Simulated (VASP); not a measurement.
# Li2Pt (P6/mmm) in VASP: further runs

Runs on Li2Pt. Level: LDA. Tasks: relaxation of shape and atoms at fixed volume, relaxation of cell and atoms.

Everything below comes from runs of VASP 6.6.1. Logs are shortened: lines on timing, memory, paths and dates and some standing lists are left out, and cuts for length are marked.

## (1) The cell of the first run

It takes space group P6/mmm (No. 191, hexagonal). The conventional cell has a = 4.065 Å, b = 4.065 Å, c = 2.596 Å, α = 90.00°, β = 90.00°, γ = 120.00°. Within 3.1 Å of Li (site symmetry -6m2) lie 5 Li at 2.35 to 2.60 Å and 6 Pt at 2.68 Å. Within 3.4 Å of Pt (site symmetry 6/mmm) lie 2 Pt at 2.60 Å and 12 Li at 2.68 Å.

## (2) Relaxation of shape and atoms at fixed volume, LDA (12.39 Å³/atom)

INCAR reads:

```
PREC     = Accurate       # precision mode
ENCUT    = 600            # plane-wave cutoff, eV
EDIFF    = 1E-6           # SCF threshold, eV
ISMEAR   = -1             # smearing method
SIGMA    = 0.15           # smearing width, eV
LREAL    = False          # projectors in reciprocal space
LASPH    = True           # aspherical terms in the spheres
NELM     = 60             # most SCF steps
ALGO     = Normal         # electronic algorithm
ISIF     = 4              # what is computed and relaxed
LWAVE    = False          # write WAVECAR
LCHARG   = False          # write CHGCAR
IBRION   = 2              # ionic algorithm
NSW      = 80             # ionic steps
EDIFFG   = -0.001         # ionic threshold
```

KPOINTS reads:

```
Automatic mesh
0
Gamma
  12 12 16
```

POSCAR reads:

```
Li2Pt
1.0
    4.0653617426      0.0000000000      0.0000000000
   -2.0326808713      3.5207065446      0.0000000000
    0.0000000000      0.0000000000      2.5960727508
Li Pt
2 1
Direct
    0.3333333333      0.6666666667      0.5000000000
    0.6666666667      0.3333333333      0.5000000000
    0.0000000000      0.0000000000      0.0000000000
```

Potentials or basis: VASP PAW LDA potentials, release 64 (Li_sv, Pt).

On the command line:

```
> cat potpaw_LDA.64/Li_sv/POTCAR potpaw_LDA.64/Pt/POTCAR > POTCAR
> mpirun -np 1 vasp_std > vasp.out
```

OUTCAR:

```text
PREC = Accurate
   ENCUT = 600
   EDIFF = 1E-6
   ISMEAR = -1
   LREAL = False
   LASPH = True
   NELM = 60
   ISIF = 4
   IBRION = 2
   NSW = 80
   EDIFFG = -0.001

 ion  position               nearest neighbor table
   1  0.333  0.667  0.500-   2 2.35   2 2.35   2 2.35   3 2.68   3 2.68   3 2.68   3 2.68   3 2.68
                             3 2.68
   2  0.667  0.333  0.500-   1 2.35   1 2.35   1 2.35   3 2.68   3 2.68   3 2.68   3 2.68   3 2.68
                             3 2.68
   3  0.000  0.000  0.000-   1 2.68   2 2.68   1 2.68   2 2.68   1 2.68   1 2.68   2 2.68   2 2.68
                             2 2.68   2 2.68   1 2.68   1 2.68

  LATTYP: Found a hexagonal cell.
 ALAT       =     4.0653617426
 C/A-ratio  =     0.6385834558

  Lattice vectors:

 A1 = (   4.0653617426,   0.0000000000,   0.0000000000)
 A2 = (  -2.0326808713,   3.5207065446,   0.0000000000)
 A3 = (   0.0000000000,   0.0000000000,   2.5960727508)

Analysis of symmetry for initial positions (statically):
=====================================================================
 Subroutine PRICEL returns:
 Original cell was already a primitive cell.

 Routine SETGRP: Setting up the symmetry group for a
 hexagonal supercell.

 Subroutine GETGRP returns: Found 24 space group operations
 (whereof 24 operations were pure point group operations)
 out of a pool of 24 trial point group operations.

The static configuration has the point symmetry D_6h.

Analysis of symmetry for dynamics (positions and initial velocities):
=====================================================================
 Subroutine PRICEL returns:
 Original cell was already a primitive cell.

 Routine SETGRP: Setting up the symmetry group for a
 hexagonal supercell.

 Subroutine GETGRP returns: Found 24 space group operations
 (whereof 24 operations were pure point group operations)
 out of a pool of 24 trial point group operations.

The dynamic configuration has the point symmetry D_6h.

 Subroutine INISYM returns: Found 24 space group operations
 (whereof 24 operations are pure point group operations),
 and found     1 'primitive' translations

----------------------------------------------------------------------------------------

                                     Primitive cell

  volume of cell :      37.1574

  direct lattice vectors                    reciprocal lattice vectors
     4.065361743  0.000000000  0.000000000     0.245980570  0.142016948  0.000000000
    -2.032680871  3.520706545  0.000000000     0.000000000  0.284033897  0.000000000
     0.000000000  0.000000000  2.596072751     0.000000000  0.000000000  0.385197217

  length of vectors
     4.065361743  4.065361743  2.596072751     0.284033897  0.284033897  0.385197217

  position of ions in fractional coordinates (direct lattice)
     0.333333333  0.666666667  0.500000000
     0.666666667  0.333333333  0.500000000
     0.000000000  0.000000000  0.000000000

  ion indices of the primitive-cell ions
   primitive index   ion index
                 1           1
                 2           2
                 3           3

----------------------------------------------------------------------------------------

 KPOINTS: Automatic mesh

Automatic generation of k-mesh.
 Grid dimensions read from file:
 generate k-points for:   12   12   16

 Generating k-lattice:

  Cartesian coordinates                     Fractional coordinates (reciprocal lattice)
     0.020498381  0.011834746  0.000000000     0.083333333 -0.000000000  0.000000000
     0.000000000  0.023669491  0.000000000     0.000000000  0.083333333  0.000000000
     0.000000000  0.000000000  0.024074826     0.000000000  0.000000000  0.062500000

  Length of vectors
     0.023669491  0.023669491  0.024074826

  Shift w.r.t. Gamma in fractional coordinates (k-lattice)
     0.000000000  0.000000000  0.000000000

 Subroutine IBZKPT returns following result:
 ===========================================

 Found    171 irreducible k-points:

 Following reciprocal coordinates:
            Coordinates               Weight
  0.000000  0.000000  0.000000      1.000000
  0.083333  0.000000  0.000000      6.000000
  0.166667 -0.000000  0.000000      6.000000
  0.250000 -0.000000  0.000000      6.000000
  0.333333 -0.000000  0.000000      6.000000
  0.416667 -0.000000  0.000000      6.000000
[... 16 lines left out ...]
  0.250000 -0.000000  0.062500     12.000000
  0.333333 -0.000000  0.062500     12.000000
 [... further k-points ...]
   k-points           NKPTS =    171   k-points in BZ     NKDIM =    171   number of bands    NBANDS=     12
   number of dos      NEDOS =    301   number of ions     NIONS =      3
   total plane-waves  NPLWV =  24576
   dimension x,y,z NGX =    32 NGY =   32 NGZ =   24
   dimension x,y,z NGXF=    64 NGYF=   64 NGZF=   48
   ions per type =               2   1
   NGX,Y,Z   is equivalent  to a cutoff of  13.09, 13.09, 15.37 a.u.
   NGXF,Y,Z  is equivalent  to a cutoff of  26.17, 26.17, 30.74 a.u.
 SYSTEM =  unknown system
   PREC   = accura    normal or accurate (medium, high low for compatibility)
   ISTART =      0    job   : 0-new  1-cont  2-samecut
   ICHARG =      2    charge: 1-file 2-atom 10-const
   ISPIN  =      1    spin polarized calculation?
   LNONCOLLINEAR =      F non collinear calculations
   LSORBIT =      F    spin-orbit coupling
   LASPH  =      T    aspherical Exc in radial PAW
   ENCUT  =  600.0 eV  44.10 Ry    6.64 a.u.   8.12  8.12  5.19*2*pi/ulx,y,z
   NELM   =     60;   NELMIN=  2; NELMDL= -5     # of ELM steps
   EDIFF  = 0.1E-05   stopping-criterion for ELM
   LREAL  =      F    real-space projection
   EDIFFG = -.1E-02   stopping-criterion for IOM
   NSW    =     80    number of steps for IOM
   IBRION =      2    ionic relax: 0-MD 1-quasi-New 2-CG
   NFREE  =      1    steps in history (QN), initial steepest desc. (CG)
   ISIF   =      4    stress and relaxation
   ISYM   =      2    0-nonsym 1-usesym 2-fastsym
   POTIM  = 0.5000    time-step for ionic-motion
   TEBEG  =    0.0;   TEEND  =   0.0 temperature during run
   PSTRESS=    0.0 pullay stress
   NELECT =      16.0000    total number of electrons
   NUPDOWN=      -1.0000    fix difference up-down
   EMIN   =  10.00;   EMAX   =-10.00  energy-range for DOS
   EFERMI =   0.00;   METHOD = LEGACY
   ISMEAR =    -1;   SIGMA  =   0.15  broadening in eV -4-tet -1-fermi 0-gaus
   EFERMI_NEDOS =   21; number of points for ismear=-14 and -15
   IALGO  =     38    algorithm
   IMIX   =      4    mixing-type and parameters
     AMIX     =   0.40;   BMIX     =  1.00
     AMIX_MAG =   1.60;   BMIX_MAG =  1.00
  volume/ion in A,a.u.               =      12.39        83.58
  Fermi-wavevector in a.u.,A,eV,Ry     =   1.236231  2.336137 20.793327  1.528266
  Thomas-Fermi vector in A             =   2.370848
   LORBIT       =      0    0 simple, 1 ext, 2 COOP (PROOUT), +10 PAW based schemes
   GGA     = CA    functional components
   LHFCALC =     F    Hartree Fock is set to
   AEXX    =    0.0000 exact exchange contribution
   IVDW    =     0    specifies the selected vdW correction
   LEPSILON=     F    determine dielectric tensor
   LRPA    =     F    only Hartree local field effects (RPA)
 conjugate gradient relaxation of ions
 non-spin polarized calculation
  energy-cutoff  :      600.00
  volume of cell :       37.16
 maximum number of plane-waves:      1257
   NGX = 17   NGY = 17   NGZ = 11

--------------------------------------- Ionic step        1  -------------------------------------------

 number of electron      16.0000006 magnetization

 Free energy of the ion-electron system (eV)
  ---------------------------------------------------
  ext. energy  EPLUGINS =         0.00000000
  ---------------------------------------------------
  free energy    TOTEN  =       -13.22570431 eV

  energy without entropy =      -13.17334139  energy(sigma->0) =      -13.19952285

------------------------ aborting loop because EDIFF is reached ----------------------------------------

  FORCE on cell =-STRESS in cart. coord.  units (eV):
  Direction    XX          YY          ZZ          XY          YZ          ZX
  --------------------------------------------------------------------------------------
  -------------------------------------------------------------------------------------
  Total        0.3306832      0.3306832      0.6894744      0.0000000     -0.0000000      0.0000000
  in kB       14.2585968     14.2585968     29.7291733      0.0000000     -0.0000000      0.0000000
  external PRESSURE =      19.4154556 kB  Pullay stress =       0.0000000 kB
[... 96 lines left out ...]
  energy  without entropy=      -13.1740774776  energy(sigma->0) =      -13.20036800

--------------------------------------- Ionic step        4  -------------------------------------------

 number of electron      16.0000003 magnetization

 Free energy of the ion-electron system (eV)
  ---------------------------------------------------
  ext. energy  EPLUGINS =         0.00000000
  ---------------------------------------------------
  free energy    TOTEN  =       -13.22665880 eV

  energy without entropy =      -13.17408198  energy(sigma->0) =      -13.20037039

 E-fermi :   5.8484     XC(G=0): -10.8359

 val. band max:        5.7985162338   @ k =   0.5000  -0.0000   0.2500
 cond. band min:       5.8647898617   @ k =   0.3333   0.2500   0.1250
 fundamental gap:      0.0662736278
 Fermi energy:         5.8483602065

 k-point     1 :       0.0000    0.0000    0.0000
  band No.  band energies     occupation
      1     -38.8032      2.00000
      2     -38.6436      2.00000
      3      -1.1366      2.00000
      4       1.0839      2.00000
      5       2.2227      2.00000
      6       2.2227      2.00000
      7       5.1570      1.98028
      8       5.1570      1.98028
      9       9.9099      0.00000
     10       9.9099      0.00000
     11      12.6846      0.00000
     12      12.6846      0.00000
[... 331 lines left out ...]
 k-point    24 :       0.3333   -0.0000    0.0625
  band No.  band energies     occupation
      1     -38.7669      2.00000
      2     -38.6760      2.00000
      3      -0.5504      2.00000
      4       1.5902      2.00000
      5       2.5264      2.00000
      6       3.0174      2.00000
      7       4.6580      1.99928
      8       4.8205      1.99789
      9       6.0242      0.47294
     10       7.4180      0.00006
     11      14.1663      0.00000
     12      16.8248      0.00000

 [... further k-points ...]

------------------------ aborting loop because EDIFF is reached ----------------------------------------

  FORCE on cell =-STRESS in cart. coord.  units (eV):
  Direction    XX          YY          ZZ          XY          YZ          ZX
  --------------------------------------------------------------------------------------
  -------------------------------------------------------------------------------------
  Total        0.3728768      0.3728768      0.3685261      0.0000000     -0.0000000      0.0000000
  in kB       16.0779260     16.0779260     15.8903294      0.0000000     -0.0000000      0.0000000
  external PRESSURE =      16.0153938 kB  Pullay stress =       0.0000000 kB
[... 18 lines left out ...]
  FREE ENERGIE OF THE ION-ELECTRON SYSTEM (eV)
  ---------------------------------------------------
  free  energy   TOTEN  =       -13.2266587962 eV

  energy  without entropy=      -13.1740819770  energy(sigma->0) =      -13.20037039

 reached required accuracy - stopping structural energy minimisation
```

Run time: 2.4 min. Hardware: 1 thread of Intel Xeon Platinum 8259CL at 2.50GHz (Skylake/Cascade Lake), shared host; peak memory 0.22 GiB.

What came out:

```yaml
Free_energy: -13.2267 eV
Energy_gained_by_relaxing: 0.3 meV/atom
Ionic_steps: 4
Pressure_after_relaxing: 1.6 GPa
Band_gap_on_the_k_mesh: zero (bands 8 and 9 overlap by 1.84 eV)
```

Step by step:
```csv
step,energy change (eV),largest force (eV/Å),pressure (GPa),volume (Å³)
1,0.0000,0.0000,1.94,37.16
2,-0.0009,0.0000,1.69,37.16
3,-0.0010,0.0000,1.59,37.16
4,-0.0010,0.0000,1.60,37.16
```

Final structure:
```xyz
3
Lattice="4.0545 0.0000 0.0000 -2.0273 3.5113 0.0000 0.0000 0.0000 2.6100" Properties=species:S:1:pos:R:3 pbc="T T T"
Li    0.0000    2.3409    1.3050
Li    2.0273    1.1704    1.3050
Pt    0.0000    0.0000    0.0000
```

Levels at points of the mesh, in eV from the Fermi level:
| k point | band 6 | band 7 | band 8 | band 9 | band 10 | band 11 |
| --- | --- | --- | --- | --- | --- | --- |
| (0.00, 0.00, 0.00) | -3.63 | -0.69 | -0.69 | 4.06 | 4.06 | 6.84 |
| (0.50, 0.00, 0.00) | -2.39 | -1.95 | -0.85 | -0.72 | 0.47 | 8.43 |
| (0.00, 0.00, 0.50) | -2.34 | -2.34 | 0.58 | 3.09 | 6.58 | 6.58 |
| (0.50, 0.00, 0.50) | -1.78 | -1.24 | 0.39 | 1.01 | 4.67 | 7.60 |

Caveat: the cutoff is under 1.25 times the usual one of these potentials, so pressure, stress and relaxed cells hold a basis-set (Pulay) error; spin-orbit coupling is left out, which moves the levels of the heavy elements.

## (3) Relaxation of cell and atoms, LDA

This run uses another cell than the first one, of 12.65 Å³/atom.

INCAR reads:

```
SYSTEM = Li2Pt
  PREC = Accurate
  ENCUT = 600
  EDIFF = 1E-6
  ISMEAR = -1
  SIGMA = 0.15
  LREAL = .FALSE.
  LASPH = .TRUE.
  NELM = 60
  ALGO = Normal
  ISIF = 3
  LWAVE = .FALSE.
  LCHARG = .FALSE.
  GGA = CA
  IBRION = 2
  NSW = 80
  EDIFFG = -0.001
```

KPOINTS reads:

```
Automatic mesh
0
G
  12 12 16
  0 0 0
```

POSCAR reads:

```
Li2Pt
1.0
    4.0978292666      0.0000000000      0.0000000000
   -2.0489146333      3.5488242453      0.0000000000
    0.0000000000      0.0000000000      2.6096078930
Li Pt
2 1
Direct
    0.3333333333      0.6666666667      0.5000000000
    0.6666666667      0.3333333333      0.5000000000
    0.0000000000      0.0000000000      0.0000000000
```

Potentials or basis: VASP PAW LDA potentials, release 64 (Li_sv, Pt).

On the command line:

```
> cat potpaw_LDA.64/Li_sv/POTCAR potpaw_LDA.64/Pt/POTCAR > POTCAR
> mpirun -np 1 vasp_std > vasp.out
```

Run time: 9.2 min. Hardware: 1 thread of Intel Xeon Platinum 8259CL at 2.50GHz (Skylake/Cascade Lake), shared host; peak memory 0.24 GiB.

It converged, with:

* Free energy: -13.2315 eV
* Relaxed volume: 12.64 Å³/atom
* Relaxed cell: a = 4.092 Å, b = 4.092 Å, c = 2.616 Å, α = 90.00°, β = 90.00°, γ = 120.00°
* Space group after relaxing (to 0.1 Å): P6/mmm (No. 191)
* Energy gained by relaxing: 0.1 meV/atom
* Ionic steps: 16
* Pressure after relaxing: 0.0 GPa
* Band gap on the k mesh: zero (bands 8 and 9 overlap by 1.84 eV)

The path:
| step | energy change (eV) | largest force (eV/Å) | pressure (GPa) | volume (Å³) |
| --- | --- | --- | --- | --- |
| 1 | 0.0000 | 0.0000 | 0.13 | 37.95 |
| 2 | -0.0002 | 0.0000 | -0.11 | 38.01 |
| 3 | -0.0002 | 0.0000 | -0.13 | 38.01 |
| 4 | -0.0002 | 0.0000 | -0.11 | 38.01 |
| 5 | -0.0002 | 0.0000 | -0.06 | 37.97 |
| 6 | -0.0002 | 0.0000 | -0.05 | 37.95 |
| 7 | -0.0002 | 0.0000 | 0.06 | 37.90 |
| 8 | -0.0002 | 0.0000 | -0.01 | 37.93 |
| 9 | -0.0002 | 0.0000 | -0.01 | 37.94 |
| 10 | -0.0002 | 0.0000 | -0.02 | 37.94 |
| 11 | -0.0002 | 0.0000 | -0.05 | 37.94 |
| 12 | -0.0002 | 0.0000 | 0.04 | 37.92 |
| 13 | -0.0002 | 0.0000 | 0.02 | 37.93 |
| 14 | -0.0002 | 0.0000 | -0.02 | 37.93 |
| 15 | -0.0002 | 0.0000 | 0.02 | 37.93 |
| 16 | -0.0002 | 0.0000 | 0.00 | 37.93 |

Final structure:
```yaml
crystal:
  lattice:
    - [4.09188, 0.00000, 0.00000]
    - [-2.04594, 3.54367, 0.00000]
    - [0.00000, 0.00000, 2.61606]
  atoms:
    - { symbol: Li, position: [0.33333, 0.66667, 0.50000] }
    - { symbol: Li, position: [0.66667, 0.33333, 0.50000] }
    - { symbol: Pt, position: [0.00000, 0.00000, 0.00000] }
```

Levels at points of the mesh, in eV from the Fermi level:
| k point | band 6 | band 7 | band 8 | band 9 | band 10 | band 11 |
| --- | --- | --- | --- | --- | --- | --- |
| (0.00, 0.00, 0.00) | -3.56 | -0.67 | -0.67 | 3.96 | 3.96 | 6.69 |
| (0.50, 0.00, 0.00) | -2.39 | -1.94 | -0.82 | -0.70 | 0.46 | 8.19 |
| (0.00, 0.00, 0.50) | -2.29 | -2.29 | 0.59 | 3.06 | 6.56 | 6.56 |
| (0.50, 0.00, 0.50) | -1.76 | -1.25 | 0.43 | 1.03 | 4.62 | 7.51 |

Caveat: the cutoff is under 1.25 times the usual one of these potentials, so pressure, stress and relaxed cells hold a basis-set (Pulay) error; spin-orbit coupling is left out, which moves the levels of the heavy elements.

(Continued in part 2 of 2.)

The gap in the log of VASP goes by the Fermi energy; the results here count the filled bands.